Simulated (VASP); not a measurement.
Here is a VASP 6.6.1 calculation.

INCAR

```
PREC     = Accurate       # precision mode
ENCUT    = 600            # plane-wave cutoff, eV
EDIFF    = 1E-6           # SCF threshold, eV
ISMEAR   = 0              # smearing method
SIGMA    = 0.1            # smearing width, eV
LREAL    = False          # projectors in reciprocal space
LASPH    = True           # aspherical terms in the spheres
NELM     = 60             # most SCF steps
ALGO     = Normal         # electronic algorithm
ISIF     = 3              # what is computed and relaxed
LWAVE    = False          # write WAVECAR
LCHARG   = False          # write CHGCAR
GGA      = PE             # functional
IBRION   = 2              # ionic algorithm
NSW      = 90             # ionic steps
EDIFFG   = -0.04          # ionic threshold
```

The input KPOINTS:

```
regular mesh
0
Gamma
  6 6 4
```

Contents of POSCAR:

```
YZr2O2
1.0
    3.8950960500      0.0000000000      0.0000000000
   -1.9475480200      3.3732521300      0.0000000000
    0.0000000000      0.0000000000      6.2450772400
Y Zr O
1 2 2
Direct
    0.0000000000      0.0000000000      0.0000000000
    0.3333333300      0.6666666700      0.3694399900
    0.6666666700      0.3333333300      0.6305600100
    0.3333333300      0.6666666700      0.7679299700
    0.6666666700      0.3333333300      0.2320700300
```

Potentials or basis: VASP PAW PBE potentials, release 64 (Y_sv, Zr_sv, O).

The run is started by

```sh
$ cat potpaw_PBE.64/Y_sv/POTCAR potpaw_PBE.64/Zr_sv/POTCAR potpaw_PBE.64/O/POTCAR > POTCAR
$ mpirun -np 1 vasp_std > vasp.out
```

Question: Predict the relaxed cell.

Answer: a = 3.302 Å, b = 3.302 Å, c = 8.081 Å, α = 90.00°, β = 90.00°, γ = 120.00°.

Question: Estimate the space group after relaxing (to 0.1 Å).

Answer: P-3m1 (No. 164).

Question: What does it give for the band gap on the k mesh?

Answer: Zero (an odd number of electrons rules out a gap without spin polarisation).

Question: Predict the relaxed volume.

Answer: 15.26 Å³/atom.

Final structure:
```
CELL_PARAMETERS angstrom
3.30231 0.00000 0.00000
-1.65115 2.85988 0.00000
0.00000 0.00000 8.08054
ATOMIC_POSITIONS crystal
Y 0.00000 0.00000 0.00000
Zr 0.33333 0.66667 0.34194
Zr 0.66667 0.33333 0.65806
O 0.33333 0.66667 0.83400
O 0.66667 0.33333 0.16600
```

Caveat: a cell axis changed by over 15 % at a fixed basis, so the end point is rough; an odd number of electrons without spin polarisation forces a metal; a magnetic or distorted state may lie lower.
